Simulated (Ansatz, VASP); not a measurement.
**In2SbSe3 in VASP and in Ansatz**

```
CELL_PARAMETERS angstrom
4.38518 0.00000 0.00000
0.00000 4.38518 0.00000
0.00000 0.00000 8.77742
ATOMIC_POSITIONS crystal
In 0.00000 0.50000 0.00000
In 0.50000 0.00000 0.00000
Sb 0.50000 0.50000 0.00000
Se 0.50000 0.50000 0.24906
Se 0.50000 0.50000 0.75094
Se 0.00000 0.00000 0.50000
```

Alike in both runs: task single point; functional PBE; k mesh 4 × 4 × 2; occupations gaussian, width 0.1 eV; no spin polarisation.

|  | VASP | Ansatz |
| --- | --- | --- |
| version | VASP 6.6.1 | Ansatz 0.2.0 |
| potentials or method | VASP PAW PBE potentials, release 64 (In_d, Sb, Se), cutoff 520 eV | scalar-relativistic, plane waves, PAW |
| valence electrons in the cell | 49 | 89 |

|  | VASP | Ansatz | Ansatz less VASP |
| --- | --- | --- | --- |
| gap on the k mesh at the Fermi level (eV) | none | none | - |
| rms of the force components (eV/Å) | 3.516 | 3.406 | -0.1096 |

Atom by atom the forces differ by 0.110 eV/Å (rms over components). A gap of «none» marks a metal or a gap that the smearing closes. VASP's potentials hold 49 valence electrons a cell and Ansatz's 89, so a difference there can come from the potentials and not from the codes.

Neither program's run includes spin-orbit coupling.
